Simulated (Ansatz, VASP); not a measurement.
Ir: VASP beside Ansatz

```
Ir
1.0
     2.72921    0.00000    0.00000
    -1.36461    2.36357    0.00000
     0.00000    0.00000    4.42202
Ir
2
Direct
  0.66667 0.33333 0.75000
  0.33333 0.66667 0.25000
```

Alike in both runs: functional r2SCAN; k mesh 18 × 18 × 10; occupations gaussian, width 0.1 eV; no spin polarisation.

Ansatz relaxed the structure, and its values are those at the end. VASP's run is a single point on that final structure, the one shown.

```csv
,VASP,Ansatz
version,VASP 6.6.1,Ansatz 0.2.0
potentials or method,"VASP PAW PBE potentials, release 64 (Ir), cutoff 520 eV","scalar-relativistic, plane waves, PAW"
valence electrons in the cell,18,34
```

VASP gave:

```
gap on the k mesh at the Fermi level (eV) : none
pressure (GPa)                            : 2.5
```

Task: Estimate Ansatz's values.

Result: gap on the k mesh at the Fermi level (eV): none; pressure (GPa): 0.0.

VASP's potentials were made for PBE, not for r2SCAN. A gap of «none» marks a metal or a gap that the smearing closes. With one functional, cell and mesh, what is left measures potentials, basis and numerics. VASP's potentials hold 18 valence electrons a cell and Ansatz's 34, so a difference there can come from the potentials and not from the codes.

Spin-orbit coupling is off throughout.
